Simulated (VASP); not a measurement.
# Pt (P6_3/mmc) in VASP: notebook, part 2 of 2

VASP 6.6.1. The steps go on from the part before.

## (3) Single point, PBEsol

This run uses another cell than the first one, of 15.15 Å³/atom.

File INCAR:

```
SYSTEM = Pt
PREC = Accurate
ENCUT = 520
EDIFF = 1E-7
ISMEAR = -1
SIGMA = 0.1
LREAL = .FALSE.
LASPH = .TRUE.
NELM = 60
ALGO = Normal
ISIF = 2
LWAVE = .FALSE.
LCHARG = .FALSE.
GGA = PS
NBANDS = 17
```

File KPOINTS:

```
Automatic mesh
0
G
  22 22 11
  0 0 0
```

File POSCAR:

```
Pt
1.0
    2.7323186338      0.0000000000      0.0000000000
   -1.3661593169      2.3662573481      0.0000000000
    0.0000000000      0.0000000000      4.6858157122
Pt
2
Direct
    0.3333333333      0.6666666667      0.2500000000
    0.6666666667      0.3333333333      0.7500000000
```

Potentials or basis: VASP PAW PBE potentials, release 64 (Pt).

Started as:

```sh
$ cat potpaw_PBE.64/Pt/POTCAR > POTCAR
$ mpirun -np 1 vasp_std > vasp.out
```

OUTCAR:

```text
SYSTEM = Pt
   PREC = Accurate
   ENCUT = 520
   EDIFF = 1E-7
   ISMEAR = -1
   LREAL = .FALSE.
   LASPH = .TRUE.
   NELM = 60
   ISIF = 2
   GGA = PS

 ion  position               nearest neighbor table
   1  0.333  0.667  0.250-   2 2.82   2 2.82   2 2.82   2 2.82   2 2.82   2 2.82
   2  0.667  0.333  0.750-   1 2.82   1 2.82   1 2.82   1 2.82   1 2.82   1 2.82

  LATTYP: Found a hexagonal cell.
 ALAT       =     2.7323186338
 C/A-ratio  =     1.7149594686

  Lattice vectors:

 A1 = (   2.7323186338,   0.0000000000,   0.0000000000)
 A2 = (  -1.3661593169,   2.3662573481,   0.0000000000)
 A3 = (   0.0000000000,   0.0000000000,   4.6858157122)

Analysis of symmetry for initial positions (statically):
=====================================================================
 Subroutine PRICEL returns:
 Original cell was already a primitive cell.

 Routine SETGRP: Setting up the symmetry group for a
 hexagonal supercell.

 Subroutine GETGRP returns: Found 24 space group operations
 (whereof 12 operations were pure point group operations)
 out of a pool of 24 trial point group operations.

The static configuration has the point symmetry D_3d.
 The point group associated with its full space group is D_6h.

Analysis of symmetry for dynamics (positions and initial velocities):
=====================================================================
 Subroutine PRICEL returns:
 Original cell was already a primitive cell.

 Routine SETGRP: Setting up the symmetry group for a
 hexagonal supercell.

 Subroutine GETGRP returns: Found 24 space group operations
 (whereof 12 operations were pure point group operations)
 out of a pool of 24 trial point group operations.

The dynamic configuration has the point symmetry D_3d.
 The point group associated with its full space group is D_6h.

 Subroutine INISYM returns: Found 24 space group operations
 (whereof 12 operations are pure point group operations),
 and found     1 'primitive' translations

[... 110 lines left out ...]
   EFERMI_NEDOS =   21; number of points for ismear=-14 and -15
   IALGO  =     38    algorithm
   IMIX   =      4    mixing-type and parameters
     AMIX     =   0.40;   BMIX     =  1.00
     AMIX_MAG =   1.60;   BMIX_MAG =  1.00
  volume/ion in A,a.u.               =      15.15       102.22
  Fermi-wavevector in a.u.,A,eV,Ry     =   1.425472  2.693751 27.646631  2.031970
  Thomas-Fermi vector in A             =   2.545852
   LORBIT       =      0    0 simple, 1 ext, 2 COOP (PROOUT), +10 PAW based schemes
   GGA     = PS    functional components
   LHFCALC =     F    Hartree Fock is set to
   AEXX    =    0.0000 exact exchange contribution
   IVDW    =     0    specifies the selected vdW correction
   LEPSILON=     F    determine dielectric tensor
   LRPA    =     F    only Hartree local field effects (RPA)
 non-spin polarized calculation
  energy-cutoff  :      520.00
  volume of cell :       30.30
 maximum number of plane-waves:       833
   NGX = 11   NGY = 11   NGZ = 17

 number of electron      19.9999999 magnetization

 Free energy of the ion-electron system (eV)
  ---------------------------------------------------
  ext. energy  EPLUGINS =         0.00000000
  ---------------------------------------------------
  free energy    TOTEN  =       -13.85939579 eV

  energy without entropy =      -13.74614375  energy(sigma->0) =      -13.80276977

 E-fermi :  10.9960     XC(G=0): -13.5985

 val. band max:       10.9951707439   @ k =   0.4545   0.0909   0.3636
 cond. band min:      10.9980626941   @ k =   0.3636   0.0455   0.0000
 fundamental gap:      0.0028919502
 Fermi energy:        10.9960076779

 k-point     1 :       0.0000    0.0000    0.0000
  band No.  band energies     occupation
      1       0.7627      2.00000
      2       3.5191      2.00000
      3       6.8484      2.00000
      4       7.3346      2.00000
      5       7.3346      2.00000
      6       7.7495      2.00000
[... 457 lines left out ...]
      4       7.0354      2.00000
      5       7.1762      2.00000
      6       7.7783      2.00000
[... 9 lines left out ...]
     16      28.3744      0.00000
     17      28.8699      0.00000

 [... further k-points ...]

------------------------ aborting loop because EDIFF is reached ----------------------------------------

  FORCE on cell =-STRESS in cart. coord.  units (eV):
  Direction    XX          YY          ZZ          XY          YZ          ZX
  --------------------------------------------------------------------------------------
  -------------------------------------------------------------------------------------
  Total       -0.0439946     -0.0439946     -0.1058410     -0.0000000     -0.0000000      0.0000000
  in kB       -2.3266524     -2.3266524     -5.5973962     -0.0000000     -0.0000000      0.0000000
  external PRESSURE =      -3.4169003 kB  Pullay stress =       0.0000000 kB

 VOLUME and BASIS-vectors are now :
 -----------------------------------------------------------------------------
  energy-cutoff  :      520.00
  volume of cell :       30.30
      direct lattice vectors                 reciprocal lattice vectors
     2.732318634  0.000000000  0.000000000     0.365989525  0.211304151  0.000000000
    -1.366159317  2.366257348  0.000000000     0.000000000  0.422608302  0.000000000
     0.000000000  0.000000000  4.685815712     0.000000000  0.000000000  0.213410015

 POSITION                                       TOTAL-FORCE (eV/Angst)
 -----------------------------------------------------------------------------------
     -0.00000      1.57750      1.17145        -0.000000      0.000000      0.000000
      1.36616      0.78875      3.51436         0.000000     -0.000000      0.000000
 -----------------------------------------------------------------------------------
    total drift:                               -0.000000      0.000000     -0.000000

  FREE ENERGIE OF THE ION-ELECTRON SYSTEM (eV)
  ---------------------------------------------------
  free  energy   TOTEN  =       -13.8593957928 eV

  energy  without entropy=      -13.7461437471  energy(sigma->0) =      -13.80276977
```

It took 2.5 min on 1 thread of Intel Xeon 8259CL, shared host; peak memory 0.25 GiB.

Results:

| Item | Value |
| --- | --- |
| Free energy | -13.8594 eV |
| Pressure | -0.3 GPa |
| Band gap on the k mesh | zero (bands 10 and 11 overlap by 1.32 eV) |

Levels at points of the mesh, in eV from the Fermi level:
| k point | band 8 | band 9 | band 10 | band 11 | band 12 | band 13 |
| --- | --- | --- | --- | --- | --- | --- |
| (0.00, 0.00, 0.00) | -2.02 | -2.02 | -0.90 | -0.25 | -0.25 | 5.06 |
| (0.50, 0.00, 0.00) | 0.04 | 0.26 | 0.50 | 2.29 | 3.81 | 7.44 |

Caveat: the PAW data sets were made with another functional, which shifts forces and pressure a little; spin-orbit coupling is left out, which moves the levels of the heavy elements.
